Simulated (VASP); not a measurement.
The system is Ag.

```
Ag
1.0
     0.00000    2.04000    2.04000
     2.04000    0.00000    2.04000
     2.04000    2.04000    0.00000
Ag
1
Direct
  0.00000 0.00000 0.00000
```

| Property | Result |
| --- | --- |
| Program | VASP 6.6.1 |
| Task | relaxation of cell and atoms |
| Functional | LDA |
| Potentials or basis | VASP PAW LDA potentials, release 64 (Ag) |
| Cutoff | 500 eV |
| k mesh | 12 × 12 × 12 |
| Occupations | gaussian, width 0.1 eV |
| Spin | no spin polarisation |

At the start: pressure -6.6 GPa; volume 16.98 Å³/atom.

Q: How do energy, volume and symmetry change on relaxing?

A: Over 6 steps the energy falls by 20.7 meV/atom and the volume is 16.03 Å³/atom (-5.6 %); space group Fm-3m (No. 225, to 0.1 Å) before and after.

Step by step:
```tsv
step	energy change (eV)	largest force (eV/Å)	pressure (GPa)	volume (Å³)
1	0.0000	0.0000	-6.56	16.98
2	-0.0062	0.0000	6.91	15.33
3	-0.0207	0.0000	-0.04	16.04
4	-0.0207	0.0000	0.10	16.02
5	-0.0207	0.0000	-0.07	16.04
6	-0.0207	0.0000	-0.01	16.03
```

Final structure:
```
Ag
1.0
     0.00000    2.00140    2.00140
     2.00140    0.00000    2.00140
     2.00140    2.00140    0.00000
Ag
1
Cartesian
  2.0014 2.0014 0.0000
```
